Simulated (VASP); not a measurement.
A run of VASP 6.6.1:

File INCAR:

```
PREC = Accurate ; ENCUT = 520
EDIFF = 1E-7 ; ISMEAR = -1
SIGMA = 0.08 ; LREAL = False
LASPH = True ; NELM = 80
ALGO = Normal ; ISIF = 2
LWAVE = False ; LCHARG = False
GGA = PS ; NBANDS = 32
```

The input KPOINTS:

```
regular mesh
0
Gamma
  7 7 7
```

POSCAR

```
Bi2Te3
1.0
    2.1482328834      1.2402828335      9.9581491178
   -2.1482328834      1.2402828335      9.9581491178
    0.0000000000     -2.4805656670      9.9581491178
Bi Te
2 3
Direct
    0.4000000000      0.4000000000      0.4000000000
    0.6000000000      0.6000000000      0.6000000000
    0.0000000000      0.0000000000      0.0000000000
    0.2095000000      0.2095000000      0.2095000000
    0.7905000000      0.7905000000      0.7905000000
```

Potentials or basis: VASP PAW PBE potentials, release 64 (Bi_d, Te).

Run with:

```console
$ cat potpaw_PBE.64/Bi_d/POTCAR potpaw_PBE.64/Te/POTCAR > POTCAR
$ mpirun -np 1 vasp_std > vasp.out
```

Hardware: 1 thread of Intel Xeon 8259CL, on a shared host.

Task: How long does it take, and how much memory?

Result: It took 23 min on 1 thread of Intel Xeon 8259CL (shared host), peak memory 0.97 GiB. Counts: scf iterations 15, k points 44.
